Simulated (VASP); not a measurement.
Runs of VASP 6.6.1 on Rb4O. The structure is that of space group I-43m (No. 217), or close to it. The cells are those of the table. 

```csv
task,spin,cell,k mesh,cutoff (eV),gap on the mesh (eV),pressure (GPa),moment (μB),relaxed volume (Å³/atom),largest force (eV/Å)
relaxation of cell and atoms,off,"relaxed from a = 7.522 Å, angles 109.5°, 5 atoms",6 × 6 × 6,600,none,0.0,-,68.31,-
relaxation of cell and atoms,off,"relaxed from a = 6.441 Å, angles 109.5°, 5 atoms",4 × 4 × 4,600,none,0.0,-,(b),0.01
single point,"collinear, ferromagnetic start","a = 7.522 Å, angles 109.5°, 5 atoms",4 × 4 × 4,520,none,0.2,0.00,-,(a)
single point,"collinear, ferromagnetic start","a = 6.441 Å, angles 109.5°, 5 atoms",4 × 4 × 4,520,none,4.7,0.00,-,0.90
```

Alike in all rows: level PBE; potentials or basis VASP PAW PBE potentials, release 64 (Rb_sv, O); smearing gaussian 0.1 eV.

**Question.** Estimate the missing entries.

**Answer.** (a) 0.06; (b) 65.13.

Caveats: the volume moved by over 15 % at a fixed basis, so the end points are rough (some runs).

A k mesh can miss the band edges, and the runs leave out spin-orbit coupling on Rb.

A gap of «none» marks levels without a gap at the run's occupations.
